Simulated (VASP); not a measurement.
A run of VASP 6.6.1 is set up as follows.

POSCAR

```
WS2
1.0
    3.1835160000      0.0000000000      0.0000000000
   -1.5917580000      2.7570057294      0.0000000000
    0.0000000000      0.0000000000     16.9505780000
W S
1 2
Direct
    0.3333330000      0.6666670000      0.0000000000
    0.6666670000      0.3333330000      0.9079990000
    0.6666670000      0.3333330000      0.0920010000
```

Contents of INCAR.step1:

```
SYSTEM = WS2
ALGO = Normal
EDIFF = 1E-4
ENCUT = 520
GGA = PE
ISMEAR = -1
LASPH = .TRUE.
LCHARG = .FALSE.
LREAL = .FALSE.
LWAVE = .TRUE.
NBANDS = 20
NELM = 100
PREC = Accurate
SIGMA = 0.1
```

Contents of INCAR.step2:

```
SYSTEM = WS2
ALGO = Normal
EDIFF = 1E-7
ENCUT = 520
ISIF = 2
ISMEAR = -1
ISTART = 1
IVDW = 13
LASPH = .TRUE.
LCHARG = .TRUE.
LELF = .TRUE.
LMIXTAU = .TRUE.
LREAL = .FALSE.
LVHAR = .TRUE.
LWAVE = .FALSE.
METAGGA = R2SCAN
NBANDS = 20
NELM = 100
PREC = Accurate
SIGMA = 0.1
VDW_A1 = 0.51559235
VDW_A2 = 5.77342911
VDW_S6 = 1.0
VDW_S8 = 0.6018749
```

KPOINTS

```
k-points
0
G
  5 5 1
  0 0 0
```

Potentials or basis: VASP PAW PBE potentials, release 64 (W_sv, S).

Launch:

```bash
$ cat potpaw_PBE.64/W_sv/POTCAR potpaw_PBE.64/S/POTCAR > POTCAR
$ cp INCAR.step1 INCAR
$ mpirun -np 1 vasp_std > vasp.out
$ cp INCAR.step2 INCAR
$ mpirun -np 1 vasp_std > vasp.out
```

What does it give for the band gap on the k mesh?

2.32 eV, indirect (least direct gap 2.85 eV).

Predict the largest force.

0.036 eV/Å.

Forces in eV/Å, atoms in the order of the input:
```
W    0.000  0.000  0.000
S    0.000  0.000  0.036
S    0.000  0.000 -0.036
```

Caveat: the k points lie up to 0.46 Å⁻¹ apart; the PAW data sets were made with another functional, which shifts forces and pressure a little; spin-orbit coupling is left out, which moves the levels of the heavy elements.
